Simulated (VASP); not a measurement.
Hf: single point with revPBE

Hf:

```xyz
2
Lattice="0.0000 3.3131 3.3131 3.3131 0.0000 3.3131 3.3131 3.3131 0.0000" Properties=species:S:1:pos:R:3 pbc="T T T"
Hf    0.8283    0.8283    0.8283
Hf    5.7980    5.7980    5.7980
```

```
Program             : VASP 6.6.1
Task                : single point
Functional          : revPBE
Potentials or basis : VASP PAW PBE potentials, release 64 (Hf_pv)
Cutoff              : 520 eV
k mesh              : 14 × 14 × 14
Occupations         : fermi-dirac, width 0.1 eV
Spin                : no spin polarisation
```

The pressure is -0.3 GPa and the band gap on the k mesh is zero (band 10 reaches 1.79 eV, above the bottom of band 11 at 1.18 eV).

Levels at points of the mesh, in eV from the Fermi level:
| k point | band 7 | band 8 | band 9 | band 10 | band 11 | band 12 | band 13 | band 14 |
| --- | --- | --- | --- | --- | --- | --- | --- | --- |
| (0.00, 0.00, 0.00) | -5.03 | -0.24 | -0.24 | 0.13 | 0.13 | 0.13 | 1.99 | 1.99 |
| (0.50, 0.00, 0.00) | -3.01 | -0.84 | -0.22 | -0.22 | -0.10 | 0.21 | 0.21 | 2.92 |
| (0.50, 0.50, 0.00) | -1.29 | -1.29 | -1.17 | -1.17 | 0.33 | 0.33 | 2.07 | 2.07 |

Run time: 68 s on 1 thread of Intel(R) Xeon(R) Platinum 8375C CPU @ 2.90GHz (Ice Lake), with other jobs on the host, peak memory 0.26 GiB.

Caveat: the PAW data sets were made with another functional, which shifts forces and pressure a little; spin-orbit coupling is left out, which moves the levels of the heavy elements.
